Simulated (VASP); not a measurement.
# Rh (P6_3/mmc) in VASP: further runs, part 3 of 3

VASP 6.6.1.

## Step 6: Single point, r2SCAN

This run uses another cell than the first one, of 14.84 Å³/atom.

POSCAR

```
Rh
1.0
    2.7574179372      0.0000000000      0.0000000000
   -1.3787089686      2.3879988787      0.0000000000
    0.0000000000      0.0000000000      9.0127412123
Rh
4
Direct
    0.0000000000      0.0000000000      0.0000000000
    0.3333333333      0.6666666667      0.2500000000
    0.0000000000      0.0000000000      0.5000000000
    0.6666666667      0.3333333333      0.7500000000
```

INCAR.step1

```
PREC = Accurate ; ENCUT = 520
ISMEAR = 1 ; SIGMA = 0.1
LREAL = F ; LASPH = T
NELM = 100 ; NBANDS = 38
GGA = PE ; ALGO = Normal
EDIFF = 1E-4 ; LWAVE = T
LCHARG = F
```

INCAR.step2

```
PREC = Accurate ; ENCUT = 520
EDIFF = 1E-6 ; ISMEAR = 1
SIGMA = 0.1 ; LREAL = F
LASPH = T ; NELM = 100
ALGO = Normal ; ISIF = 2
LWAVE = F ; LCHARG = T
METAGGA = R2SCAN ; LMIXTAU = T
LELF = T ; LVHAR = T
NBANDS = 38 ; ISTART = 1
```

KPOINTS

```
regular mesh
0
Gamma
  10 10 3
```

Potentials or basis: VASP PAW PBE potentials, release 64 (Rh_pv).

Run with:

```console
$ cat potpaw_PBE.64/Rh_pv/POTCAR > POTCAR
$ cp INCAR.step1 INCAR
$ mpirun -np 1 vasp_std > vasp.out
$ cp INCAR.step2 INCAR
$ mpirun -np 1 vasp_std > vasp.out
```

OUTCAR:

```text
PREC = Accurate
   ENCUT = 520
   EDIFF = 1E-6
   ISMEAR = 1
   LREAL = F
   LASPH = T
   NELM = 100
   ISIF = 2
   METAGGA = R2SCAN
   ISTART = 1

 ion  position               nearest neighbor table
   1  0.000  0.000  0.000-   2 2.76   4 2.76   4 2.76   2 2.76   4 2.76   2 2.76
   2  0.333  0.667  0.250-   1 2.76   3 2.76   1 2.76   3 2.76   1 2.76   3 2.76
   3  0.000  0.000  0.500-   2 2.76   4 2.76   4 2.76   2 2.76   4 2.76   2 2.76
   4  0.667  0.333  0.750-   1 2.76   3 2.76   1 2.76   3 2.76   1 2.76   3 2.76

  LATTYP: Found a hexagonal cell.
 ALAT       =     2.7574179372
 C/A-ratio  =     3.2685437672

  Lattice vectors:

 A1 = (   2.7574179372,   0.0000000000,   0.0000000000)
 A2 = (  -1.3787089686,   2.3879988787,   0.0000000000)
 A3 = (   0.0000000000,   0.0000000000,   9.0127412123)

Analysis of symmetry for initial positions (statically):
=====================================================================
 Subroutine PRICEL returns:
 Original cell was already a primitive cell.

 Routine SETGRP: Setting up the symmetry group for a
 hexagonal supercell.

 Subroutine GETGRP returns: Found 24 space group operations
 (whereof 12 operations were pure point group operations)
 out of a pool of 24 trial point group operations.

The static configuration has the point symmetry D_3d.
 The point group associated with its full space group is D_6h.

Analysis of symmetry for dynamics (positions and initial velocities):
=====================================================================
 Subroutine PRICEL returns:
 Original cell was already a primitive cell.

 Routine SETGRP: Setting up the symmetry group for a
 hexagonal supercell.

 Subroutine GETGRP returns: Found 24 space group operations
[... 122 lines left out ...]
   EFERMI =   0.00;   METHOD = LEGACY
   ISMEAR =     1;   SIGMA  =   0.10  broadening in eV -4-tet -1-fermi 0-gaus
   EFERMI_NEDOS =   21; number of points for ismear=-14 and -15
   IALGO  =     38    algorithm
   IMIX   =      4    mixing-type and parameters
     AMIX     =   0.40;   BMIX     =  1.00
     AMIX_MAG =   1.60;   BMIX_MAG =  1.00
  volume/ion in A,a.u.               =      14.84       100.12
  Fermi-wavevector in a.u.,A,eV,Ry     =   1.643088  3.104985 36.732148  2.699737
  Thomas-Fermi vector in A             =   2.733281
   LORBIT       =      0    0 simple, 1 ext, 2 COOP (PROOUT), +10 PAW based schemes
   METAGGA = R2SCAN    functional components
   LHFCALC =     F    Hartree Fock is set to
   AEXX    =    0.0000 exact exchange contribution
   IVDW    =     0    specifies the selected vdW correction
   LEPSILON=     F    determine dielectric tensor
   LRPA    =     F    only Hartree local field effects (RPA)
 non-spin polarized calculation
 Methfessel and Paxton  Order N= 1 SIGMA  =   0.10
  energy-cutoff  :      520.00
  volume of cell :       59.35
 maximum number of plane-waves:      1615
 NGX is ok and might be reduce to    24
   NGX = 11   NGY = 11   NGZ = 33

 number of electron      60.0000037 magnetization

 Free energy of the ion-electron system (eV)
  ---------------------------------------------------
  ext. energy  EPLUGINS =         0.00000000
  ---------------------------------------------------
  free energy    TOTEN  =       -96.24952051 eV

  energy without entropy =      -96.24728500  energy(sigma->0) =      -96.24877534

 E-fermi :  10.4236     XC(G=0): -14.6428

 val. band max:       10.4145788500   @ k =   0.4000  -0.0000   0.3333
 cond. band min:      10.4448033571   @ k =   0.2000   0.1000   0.3333
 fundamental gap:      0.0302245071
 Fermi energy:        10.4236105910

 k-point     1 :       0.0000    0.0000    0.0000
  band No.  band energies     occupation
      1     -37.8546      2.00000
      2     -37.5669      2.00000
      3     -37.5494      2.00000
      4     -37.3544      2.00000
      5     -37.3544      2.00000
      6     -37.3254      2.00000
[... 973 lines left out ...]
     37      19.3661      0.00000
     38      19.4604      0.00000

 [... further k-points ...]

------------------------ aborting loop because EDIFF is reached ----------------------------------------

  FORCE on cell =-STRESS in cart. coord.  units (eV):
  Direction    XX          YY          ZZ          XY          YZ          ZX
  --------------------------------------------------------------------------------------
  -------------------------------------------------------------------------------------
  Total       -6.4039332     -6.4039595     -6.1359547      0.0000000      0.0000000     -0.0000000
  in kB     -172.8875663   -172.8882753   -165.6529266      0.0000000      0.0000000     -0.0000000
  external PRESSURE =    -170.4762560 kB  Pullay stress =       0.0000000 kB

 VOLUME and BASIS-vectors are now :
 -----------------------------------------------------------------------------
  energy-cutoff  :      520.00
  volume of cell :       59.35
      direct lattice vectors                 reciprocal lattice vectors
     2.757417937  0.000000000  0.000000000     0.362658118  0.209380333  0.000000000
    -1.378708969  2.387998879  0.000000000     0.000000000  0.418760666  0.000000000
     0.000000000  0.000000000  9.012741212     0.000000000  0.000000000  0.110954035

 POSITION                                       TOTAL-FORCE (eV/Angst)
 -----------------------------------------------------------------------------------
      0.00000      0.00000      0.00000         0.000000      0.000000      0.000000
     -0.00000      1.59200      2.25319        -0.000000      0.000000     -0.000000
      0.00000      0.00000      4.50637         0.000000      0.000000      0.000000
      1.37871      0.79600      6.75956         0.000000     -0.000000      0.000000
 -----------------------------------------------------------------------------------
    total drift:                               -0.000000      0.000000      0.000000

  FREE ENERGIE OF THE ION-ELECTRON SYSTEM (eV)
  ---------------------------------------------------
  free  energy   TOTEN  =       -96.2495205125 eV

  energy  without entropy=      -96.2472850033  energy(sigma->0) =      -96.24877534
```

OUTCAR.step1:

```text
PREC = Accurate
   ENCUT = 520
   ISMEAR = 1
   LREAL = F
[... 1216 lines left out ...]
      0.00000      0.00000      0.00000        -0.000000      0.000000     -0.000000
     -0.00000      1.59200      2.25319         0.000000      0.000000     -0.000000
      0.00000      0.00000      4.50637        -0.000000      0.000000     -0.000000
      1.37871      0.79600      6.75956        -0.000000     -0.000000      0.000000
 -----------------------------------------------------------------------------------
    total drift:                               -0.000000      0.000000      0.000000

  FREE ENERGIE OF THE ION-ELECTRON SYSTEM (eV)
  ---------------------------------------------------
  free  energy   TOTEN  =       -28.8631345948 eV

  energy  without entropy=      -28.8614852756  energy(sigma->0) =      -28.86258482
```

OSZICAR.step1:

```text
N       E                     dE             d eps       ncg     rms          rms(c)
DAV:   1     0.758900599881E+03    0.75890E+03   -0.36967E+04  2160   0.181E+03
DAV:   2    -0.712587604688E+01   -0.76603E+03   -0.74507E+03  2248   0.564E+02
DAV:   3    -0.306480336557E+02   -0.23522E+02   -0.22917E+02  2326   0.108E+02
DAV:   4    -0.308683231662E+02   -0.22029E+00   -0.22014E+00  2368   0.107E+01
DAV:   5    -0.308721770745E+02   -0.38539E-02   -0.38538E-02  2398   0.142E+00    0.168E+01
DAV:   6    -0.289212818920E+02    0.19509E+01   -0.65051E+00  2302   0.190E+01    0.544E+00
DAV:   7    -0.289217044623E+02   -0.42257E-03   -0.31597E-01  2314   0.596E+00    0.334E+00
DAV:   8    -0.289062454557E+02    0.15459E-01   -0.54647E-01  2290   0.697E+00    0.269E+00
DAV:   9    -0.288634457296E+02    0.42800E-01   -0.13160E-01  2284   0.336E+00    0.386E-01
DAV:  10    -0.288632262346E+02    0.21950E-03   -0.27196E-03  2314   0.417E-01    0.121E-01
DAV:  11    -0.288631345948E+02    0.91640E-04   -0.20378E-04  1316   0.117E-01
   1 F= -.28863135E+02 E0= -.28862585E+02  d E =-.164932E-02
```

Wall time 2 min (1 thread of Intel Xeon 6975P-C (Granite Rapids), shared host); peak memory 0.22 GiB.

What came out:

```
Free energy            : -96.2495 eV
Pressure               : -17.0 GPa
Band gap on the k mesh : zero (bands 30 and 31 overlap by 1.71 eV)
```

Caveat: the cell stands under tension; the PAW data sets were made with another functional, which shifts forces and pressure a little.

## Step 7: Single point, r2SCAN

This run uses another cell than the first one, of 15.18 Å³/atom.

POSCAR

```
Rh
1.0
    2.7786296780      0.0000000000      0.0000000000
   -1.3893148390      2.4063688227      0.0000000000
    0.0000000000      0.0000000000      9.0820727154
Rh
4
Direct
    0.0000000000      0.0000000000      0.0000000000
    0.3333333333      0.6666666667      0.2500000000
    0.0000000000      0.0000000000      0.5000000000
    0.6666666667      0.3333333333      0.7500000000
```

INCAR.step1

```
SYSTEM = Rh
  PREC = Accurate
  ENCUT = 520
  ISMEAR = 1
  SIGMA = 0.1
  LREAL = .FALSE.
  LASPH = .TRUE.
  NELM = 100
  NBANDS = 38
  GGA = PE
  ALGO = Normal
  EDIFF = 1E-4
  LWAVE = .TRUE.
  LCHARG = .FALSE.
```

INCAR.step2

```
SYSTEM = Rh
  PREC = Accurate
  ENCUT = 520
  EDIFF = 1E-6
  ISMEAR = 1
  SIGMA = 0.1
  LREAL = .FALSE.
  LASPH = .TRUE.
  NELM = 100
  ALGO = Normal
  ISIF = 2
  LWAVE = .FALSE.
  LCHARG = .FALSE.
  METAGGA = R2SCAN
  LMIXTAU = .TRUE.
  NBANDS = 38
  ISTART = 1
```

KPOINTS

```
Automatic mesh
0
G
  10 10 3
  0 0 0
```

Run with:

```console
$ cat potpaw_PBE.64/Rh_pv/POTCAR > POTCAR
$ cp INCAR.step1 INCAR
$ mpirun -np 1 vasp_std > vasp.out
$ cp INCAR.step2 INCAR
$ mpirun -np 1 vasp_std > vasp.out
```

Run time: 2.2 min. Hardware: 1 thread of Intel Xeon 6975P-C (Granite Rapids), shared host; peak memory 0.22 GiB.

It converged, with:

```yaml
Free_energy: -96.0857 eV
Pressure: -21.1 GPa
Band_gap_on_the_k_mesh: zero (bands 30 and 31 overlap by 1.65 eV)
```

Stress tensor (GPa, compression positive):
```
-21.27   0.00   0.00
  0.00 -21.27   0.00
  0.00   0.00 -20.68
```

Levels at points of the mesh, in eV from the Fermi level:
```csv
k point,band 27,band 28,band 29,band 30,band 31,band 32
"(0.00, 0.00, 0.00)",-2.34,-1.33,-1.33,-0.79,-0.79,-0.35
"(0.50, 0.00, 0.00)",0.45,0.50,0.54,0.70,0.72,0.76
```

Caveat: the cell stands under tension; the PAW data sets were made with another functional, which shifts forces and pressure a little.

## Step 8: Overview

```tsv
cell	gap on the mesh (eV)	pressure (GPa)
a = 2.669, b = 2.669, c = 8.724 Å, angles 90.0, 90.0, 120.0°, 4 atoms	none	7.5
a = 2.692, b = 2.692, c = 8.798 Å, angles 90.0, 90.0, 120.0°, 4 atoms	none	-0.3
a = 2.714, b = 2.714, c = 8.871 Å, angles 90.0, 90.0, 120.0°, 4 atoms	none	-6.8
a = 2.736, b = 2.736, c = 8.942 Å, angles 90.0, 90.0, 120.0°, 4 atoms	none	-12.3
a = 2.757, b = 2.757, c = 9.013 Å, angles 90.0, 90.0, 120.0°, 4 atoms	none	-17.0
a = 2.779, b = 2.779, c = 9.082 Å, angles 90.0, 90.0, 120.0°, 4 atoms	none	-21.1
```

Alike in all rows: task single point; level r2SCAN; potentials or basis VASP PAW PBE potentials, release 64 (Rh_pv); no spin polarisation; k mesh 10 × 10 × 3; cutoff (eV) 520; smearing methfessel-paxton 0.1 eV.

Caveats: the PAW data sets were made with another functional, which shifts forces and pressure a little; the cell stands under tension (at least some runs); the cell stands under pressure (at least some runs).

Total energies depend on the potentials used, so only differences within one code and one set of settings carry meaning.
